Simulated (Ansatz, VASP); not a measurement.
**K2Ir in VASP and in Ansatz**

```
Ir K
1.0
     0.00000    3.79161    3.79161
     3.79161    0.00000    3.79161
     3.79161    3.79161    0.00000
Ir K
1 2
Cartesian
  0.0000 0.0000 0.0000
  1.8958 1.8958 1.8958
  5.6874 5.6874 5.6874
```

Alike in both runs: task relaxation of cell and atoms; functional PBEsol; k mesh 8 × 8 × 8; occupations fermi-dirac, width 0.05 eV; no spin polarisation.

|  | VASP | Ansatz |
| --- | --- | --- |
| version | VASP 6.6.1 | Ansatz 0.2.0 |
| potentials or method | VASP PAW PBE potentials, release 64 (Ir, K_sv), cutoff 600 eV | all-electron LAPW, scalar-relativistic |

|  | VASP | Ansatz | Ansatz less VASP |
| --- | --- | --- | --- |
| relaxed volume (Å³/atom) | 36.48 | 36.34 | -0.144 |
| relaxed length of the cell vector where the two differ most in proportion (Å) | 5.369 | 5.362 | -0.0071 |

VASP's potentials were made for PBE, not for PBEsol. Ansatz ran all-electron here, and VASP with PAW potentials.

Spin-orbit coupling is off throughout.
